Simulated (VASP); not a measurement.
# BN (P6_3mc) in VASP: notebook

BN is run at these levels: r2SCAN; tasks: single point.

Program: VASP 6.6.1. These are calculated values, not measurements. Logs are shortened: lines on timing, memory, paths and dates and some standing lists are left out, and cuts for length are marked.

### 1 The cell of the first run

The structure is hexagonal, space group P6_3mc (No. 186). Conventional cell: a = 2.544 Å, b = 2.544 Å, c = 4.334 Å, α = 90.00°, β = 90.00°, γ = 120.00°. Within 2.1 Å of B (site symmetry 3m) lie 4 N at 1.57 to 1.62 Å. N (site symmetry 3m) has 4 B at 1.57 to 1.62 Å within 2.1 Å.

### 2 Single point, r2SCAN (strain +0.000 along x and y, +0.030 along z)

POSCAR

```
BN
1.0
    2.5439665234      0.0000000000      0.0000000000
   -1.2719832617      2.2031396356      0.0000000000
    0.0000000000      0.0000000000      4.3339772826
B N
2 2
Direct
    0.6666666667      0.3333333333      0.9997995909
    0.3333333333      0.6666666667      0.4997995909
    0.6666666667      0.3333333333      0.6252004091
    0.3333333333      0.6666666667      0.1252004091
```

INCAR.step1

```
PREC     = Accurate       # precision mode
ENCUT    = 520            # plane-wave cutoff, eV
ISMEAR   = 0              # smearing method
SIGMA    = 0.05           # smearing width, eV
LREAL    = F              # projectors in reciprocal space
LASPH    = T              # aspherical terms in the spheres
NELM     = 80             # most SCF steps
NBANDS   = 16             # bands
GGA      = PE             # functional
ALGO     = Normal         # electronic algorithm
EDIFF    = 1E-4           # SCF threshold, eV
LWAVE    = T              # write WAVECAR
LCHARG   = F              # write CHGCAR
```

INCAR.step2

```
PREC     = Accurate       # precision mode
ENCUT    = 520            # plane-wave cutoff, eV
EDIFF    = 1E-6           # SCF threshold, eV
ISMEAR   = 0              # smearing method
SIGMA    = 0.05           # smearing width, eV
LREAL    = F              # projectors in reciprocal space
LASPH    = T              # aspherical terms in the spheres
NELM     = 80             # most SCF steps
ALGO     = Normal         # electronic algorithm
ISIF     = 2              # what is computed and relaxed
LWAVE    = F              # write WAVECAR
LCHARG   = T              # write CHGCAR
METAGGA  = R2SCAN         # meta-GGA
LMIXTAU  = T            
LELF     = T              # ELF
LVHAR    = T            
NBANDS   = 16             # bands
ISTART   = 1
```

KPOINTS

```
regular mesh
0
Gamma
  12 12 6
```

Potentials or basis: VASP PAW PBE potentials, release 64 (B, N).

The run is started by

```console
$ cat potpaw_PBE.64/B/POTCAR potpaw_PBE.64/N/POTCAR > POTCAR
$ cp INCAR.step1 INCAR
$ mpirun -np 1 vasp_std > vasp.out
$ cp INCAR.step2 INCAR
$ mpirun -np 1 vasp_std > vasp.out
```

OUTCAR:

```text
PREC = Accurate
   ENCUT = 520
   EDIFF = 1E-6
   ISMEAR = 0
   LREAL = F
   LASPH = T
   NELM = 80
   ISIF = 2
   METAGGA = R2SCAN
   ISTART = 1

 ion  position               nearest neighbor table
   1  0.667  0.333  1.000-   4 1.57   4 1.57   4 1.57   3 1.62
   2  0.333  0.667  0.500-   3 1.57   3 1.57   3 1.57   4 1.62
   3  0.667  0.333  0.625-   2 1.57   2 1.57   2 1.57   1 1.62
   4  0.333  0.667  0.125-   1 1.57   1 1.57   1 1.57   2 1.62

  LATTYP: Found a hexagonal cell.
 ALAT       =     2.5439665234
 C/A-ratio  =     1.7036298405

  Lattice vectors:

 A1 = (   2.5439665234,   0.0000000000,   0.0000000000)
 A2 = (  -1.2719832617,   2.2031396356,   0.0000000000)
 A3 = (   0.0000000000,   0.0000000000,   4.3339772826)

Analysis of symmetry for initial positions (statically):
=====================================================================
 Subroutine PRICEL returns:
 Original cell was already a primitive cell.

 Routine SETGRP: Setting up the symmetry group for a
 hexagonal supercell.

 Subroutine GETGRP returns: Found 12 space group operations
 (whereof  6 operations were pure point group operations)
 out of a pool of 24 trial point group operations.

The static configuration has the point symmetry C_3v.
 The point group associated with its full space group is C_6v.

Analysis of symmetry for dynamics (positions and initial velocities):
=====================================================================
 Subroutine PRICEL returns:
 Original cell was already a primitive cell.

 Routine SETGRP: Setting up the symmetry group for a
 hexagonal supercell.

 Subroutine GETGRP returns: Found 12 space group operations
 (whereof  6 operations were pure point group operations)
 out of a pool of 24 trial point group operations.

The dynamic configuration has the point symmetry C_3v.
 The point group associated with its full space group is C_6v.

 Subroutine INISYM returns: Found 12 space group operations
 (whereof  6 operations are pure point group operations),
 and found     1 'primitive' translations

----------------------------------------------------------------------------------------

                                     Primitive cell

  volume of cell :      24.2907

  direct lattice vectors                    reciprocal lattice vectors
     2.543966523  0.000000000  0.000000000     0.393086934  0.226948847  0.000000000
    -1.271983262  2.203139636  0.000000000     0.000000000  0.453897694  0.000000000
     0.000000000  0.000000000  4.333977283     0.000000000  0.000000000  0.230734943

  length of vectors
     2.543966523  2.543966523  4.333977283     0.453897694  0.453897694  0.230734943

  position of ions in fractional coordinates (direct lattice)
     0.666666667  0.333333333  0.999799591
     0.333333333  0.666666667  0.499799591
     0.666666667  0.333333333  0.625200409
     0.333333333  0.666666667  0.125200409

  ion indices of the primitive-cell ions
   primitive index   ion index
                 1           1
                 2           2
                 3           3
                 4           4

----------------------------------------------------------------------------------------

 KPOINTS: regular mesh

Automatic generation of k-mesh.
 Grid dimensions read from file:
 generate k-points for:   12   12    6

 Generating k-lattice:

  Cartesian coordinates                     Fractional coordinates (reciprocal lattice)
     0.032757244  0.018912404  0.000000000     0.083333333  0.000000000  0.000000000
     0.000000000  0.037824808  0.000000000     0.000000000  0.083333333  0.000000000
     0.000000000  0.000000000  0.038455824     0.000000000  0.000000000  0.166666667

  Length of vectors
     0.037824808  0.037824808  0.038455824

  Shift w.r.t. Gamma in fractional coordinates (k-lattice)
     0.000000000  0.000000000  0.000000000

 Subroutine IBZKPT returns following result:
 ===========================================

 Found     76 irreducible k-points:

 Following reciprocal coordinates:
            Coordinates               Weight
[... 45 lines left out ...]
 Fermi energy:         7.3043308983

 k-point     1 :       0.0000    0.0000    0.0000
  band No.  band energies     occupation
      1     -14.0900      2.00000
      2     -10.2517      2.00000
      3      -4.0347      2.00000
      4       5.1581      2.00000
      5       5.1581      2.00000
      6       6.7060      2.00000
[... 8 lines left out ...]
     15      19.6416      0.00000
     16      23.7329      0.00000

 k-point     2 :       0.0833    0.0000    0.0000
  band No.  band energies     occupation
      1     -13.9335      2.00000
      2     -10.1286      2.00000
      3      -3.8775      2.00000
      4       4.4317      2.00000
      5       4.8674      2.00000
      6       6.4736      2.00000
[... 8 lines left out ...]
     15      20.1036      0.00000
     16      23.4967      0.00000

 k-point     3 :       0.1667    0.0000    0.0000
  band No.  band energies     occupation
      1     -13.4693      2.00000
      2      -9.7749      2.00000
      3      -3.4125      2.00000
      4       2.6860      2.00000
      5       4.1836      2.00000
      6       4.9639      2.00000
[... 8 lines left out ...]
     15      21.3050      0.00000
     16      22.8884      0.00000

 k-point     4 :       0.2500   -0.0000    0.0000
  band No.  band energies     occupation
      1     -12.7176      2.00000
      2      -9.2510      2.00000
      3      -2.6627      2.00000
      4       0.6138      2.00000
      5       3.0823      2.00000
      6       3.4149      2.00000
[... 8 lines left out ...]
     15      22.8521      0.00000
     16      23.1548      0.00000
[... 324 lines left out ...]
 k-point    22 :       0.1667    0.0000    0.1667
  band No.  band energies     occupation
      1     -13.3122      2.00000
      2     -10.2261      2.00000
      3      -2.6896      2.00000
      4       2.8200      2.00000
      5       4.3062      2.00000
      6       4.5573      2.00000
[... 8 lines left out ...]
     15      21.0051      0.00000
     16      22.7984      0.00000

 k-point    23 :       0.2500   -0.0000    0.1667
  band No.  band energies     occupation
      1     -12.5658      2.00000
      2      -9.6542      2.00000
      3      -2.0648      2.00000
      4       0.8123      2.00000
      5       2.7017      2.00000
      6       3.5449      2.00000
[... 8 lines left out ...]
     15      22.5216      0.00000
     16      23.1907      0.00000

 k-point    24 :       0.3333   -0.0000    0.1667
  band No.  band energies     occupation
      1     -11.5852      2.00000
      2      -9.0270      2.00000
      3      -1.8232      2.00000
      4      -0.4703      2.00000
      5       0.8324      2.00000
      6       2.9008      2.00000
[... 8 lines left out ...]
     15      23.9407      0.00000
     16      24.0700      0.00000

 [... further k-points ...]

------------------------ aborting loop because EDIFF is reached ----------------------------------------

  FORCE on cell =-STRESS in cart. coord.  units (eV):
  Direction    XX          YY          ZZ          XY          YZ          ZX
  --------------------------------------------------------------------------------------
  -------------------------------------------------------------------------------------
  Total       -0.0803798     -0.0803798     -4.2133593      0.0000000     -0.0000000      0.0000000
  in kB       -5.3017307     -5.3017307   -277.9067114      0.0000000     -0.0000000      0.0000000
  external PRESSURE =     -96.1700576 kB  Pullay stress =       0.0000000 kB

 VOLUME and BASIS-vectors are now :
 -----------------------------------------------------------------------------
  energy-cutoff  :      520.00
  volume of cell :       24.29
      direct lattice vectors                 reciprocal lattice vectors
     2.543966523  0.000000000  0.000000000     0.393086934  0.226948847  0.000000000
    -1.271983262  2.203139636  0.000000000     0.000000000  0.453897694  0.000000000
     0.000000000  0.000000000  4.333977283     0.000000000  0.000000000  0.230734943

 POSITION                                       TOTAL-FORCE (eV/Angst)
 -----------------------------------------------------------------------------------
      1.27198      0.73438      4.33311        -0.000000     -0.000000      0.104463
     -0.00000      1.46876      2.16612        -0.000000      0.000000      0.104463
      1.27198      0.73438      2.70960         0.000000      0.000000     -0.104463
     -0.00000      1.46876      0.54262        -0.000000     -0.000000     -0.104463
 -----------------------------------------------------------------------------------
    total drift:                               -0.000000     -0.000000      0.001946

  FREE ENERGIE OF THE ION-ELECTRON SYSTEM (eV)
  ---------------------------------------------------
  free  energy   TOTEN  =       -38.2068633747 eV

  energy  without entropy=      -38.2068633747  energy(sigma->0) =      -38.20686337
```

Run time: 75 s. Hardware: 1 thread of Intel Xeon Platinum 8259CL at 2.50GHz (Skylake/Cascade Lake), shared host; peak memory 0.15 GiB.

What came out:

```yaml
Free_energy: -38.2069 eV
Pressure: -9.6 GPa
Largest_force: 0.104 eV/Å
Band_gap_on_the_k_mesh: 5.65 eV, indirect (least direct gap 8.12 eV)
```

Forces on the atoms (eV/Å):
```
B    0.000  0.000  0.104
B    0.000  0.000  0.104
N    0.000  0.000 -0.104
N    0.000  0.000 -0.104
```

Levels at points of the mesh, in eV from the valence-band top:
```csv
k point,band 5,band 6,band 7,band 8,band 9,band 10,band 11,band 12
"(0.00, 0.00, 0.00)",-1.93,-0.38,0.00,0.00,8.12,9.21,9.21,10.43
"(0.50, 0.00, 0.00)",-6.98,-4.89,-4.33,-2.26,7.47,8.28,11.40,11.89
"(0.00, 0.00, 0.50)",-1.06,-1.06,-1.06,-1.06,10.35,10.35,10.70,10.70
"(0.50, 0.00, 0.50)",-3.77,-3.77,-3.76,-3.76,6.94,6.94,10.38,10.38
```

Caveat: the cell differs from its parent crystal (strain +0.000 along x and y, +0.030 along z); the PAW data sets were made with another functional, which shifts forces and pressure a little.

(Part 1 of 2 ends here.)
